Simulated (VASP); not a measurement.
**Au: single point with r2SCAN**

Au:

```xyz
2
Lattice="2.8130 0.0000 0.0000 -1.4065 2.4361 0.0000 0.0000 0.0000 4.9532" Properties=species:S:1:pos:R:3 pbc="T T T"
Au    0.0000    1.6241    3.7149
Au    1.4065    0.8120    1.2383
```

This cell differs from its parent crystal: strain -0.030 along x and y, +0.015 along z.

* Program: VASP 6.6.1
* Task: single point
* Functional: r2SCAN
* Potentials or basis: VASP PAW PBE potentials, release 64 (Au)
* Cutoff: 520 eV
* k mesh: 18 × 18 × 10
* Occupations: gaussian, width 0.15 eV
* Spin: no spin polarisation

```
Pressure               : 7.1 GPa
Band gap on the k mesh : zero (bands 11 and 12 overlap by 7.52 eV)
```

Stress tensor (GPa, compression positive):
```
8.62 0.00 0.00
0.00 8.62 0.00
0.00 0.00 3.95
```

Levels at points of the mesh, in eV from the Fermi level:
```tsv
k point	band 8	band 9	band 10	band 11	band 12	band 13	band 14	band 15
(0.00, 0.00, 0.00)	-3.69	-3.69	-2.51	-2.51	-1.40	2.06	15.52	15.62
(0.50, 0.00, 0.00)	-2.40	-1.98	-1.84	0.47	1.83	5.72	7.33	7.45
(0.00, 0.00, 0.50)	-4.99	-2.96	-2.96	-2.96	-2.96	9.99	9.99	15.91
(0.50, 0.00, 0.50)	-2.74	-1.90	-1.90	0.53	0.53	4.25	4.25	13.14
```

Run time: 6.5 min on 1 thread of AMD EPYC 9R45 96-Core Processor (Zen 5), on a shared host, peak memory 0.22 GiB.

Caveat: the cell differs from its parent crystal (strain -0.030 along x and y, +0.015 along z); the cell stands under pressure; the PAW data sets were made with another functional, which shifts forces and pressure a little; spin-orbit coupling is left out, which moves the levels of the heavy elements.
